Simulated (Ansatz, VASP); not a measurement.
NbBi2Cl6: VASP beside Ansatz

```
Nb Cl Bi
1.0
     0.00000    4.87744    4.87744
     4.87744    0.00000    4.87744
     4.87744    4.87744    0.00000
Nb Cl Bi
1 6 2
Cartesian
  0.0000 0.0000 0.0000
  4.8774 7.3577 4.8774
  2.3972 4.8774 4.8774
  4.8774 2.3972 4.8774
  7.3577 4.8774 4.8774
  4.8774 4.8774 7.3577
  4.8774 4.8774 2.3972
  7.3162 7.3162 7.3162
  2.4387 2.4387 2.4387
```

Alike in both runs: functional r2SCAN; k mesh 6 × 6 × 6; occupations fermi-dirac, width 0.1374 eV; no spin polarisation.

Ansatz relaxed the structure, and its values are those at the end. VASP's run is a single point on that final structure, the one shown.

```csv
,VASP,Ansatz
version,VASP 6.6.1,Ansatz 0.2.0
potentials or method,"VASP PAW PBE potentials, release 64 (Nb_sv, Cl, Bi_d), cutoff 520 eV",PAW plane waves
valence electrons in the cell,85,85
```

VASP gave:

* pressure (GPa): -0.2
* rms of the force components (eV/Å): 0.011

**Question.** Which values does Ansatz return?

**Answer.** Pressure (GPa): -0.1; rms of the force components (eV/Å): 0.000.

VASP's potentials were made for PBE, not for r2SCAN. Ansatz's warnings: stress scf threshold loose.

Neither program's run includes spin-orbit coupling.
